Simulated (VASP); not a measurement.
A run of VASP 6.6.1:

The input INCAR:

```
SYSTEM = Be3C
PREC = Accurate
ENCUT = 520
EDIFF = 1E-7
ISMEAR = -1
SIGMA = 0.025
LREAL = .False.
LASPH = .True.
NELM = 100
ALGO = Normal
ISIF = 2
LWAVE = .False.
LCHARG = .True.
GGA = PE
LELF = .True.
LVHAR = .True.
NBANDS = 13
```

The input KPOINTS:

```
Automatic mesh
0
Gamma
  7 7 9
  0 0 0
```

POSCAR

```
Be3C
1.0
   -1.5523031600      1.5523031600      3.6717237300
    1.5523031600     -1.5523031600      3.6717237300
    1.5523031600      1.5523031600     -3.6717237300
Be C
3 1
Direct
    0.5555440000      0.0716470000      0.4999160000
    0.9444700000      0.4218100000      0.4913110000
    0.5068780000      0.4975450000      0.0085010000
    0.2513960000      0.7424610000      0.4890450000
```

Potentials or basis: VASP PAW PBE potentials, release 64 (Be, C).

Run with:

```sh
$ cat potpaw_PBE.64/Be/POTCAR potpaw_PBE.64/C/POTCAR > POTCAR
$ mpirun -np 1 vasp_std > vasp.out
```

Hardware: 1 thread of Oxide Virtual Turin-like Processor (shared host).

Task: How long does it take, and how much memory?

Result: Run time: 2.3 min on 1 thread of Oxide Virtual Turin-like Processor, with other jobs on the host, peak memory 0.2 GiB. Counts: scf iterations 14, k points 221.
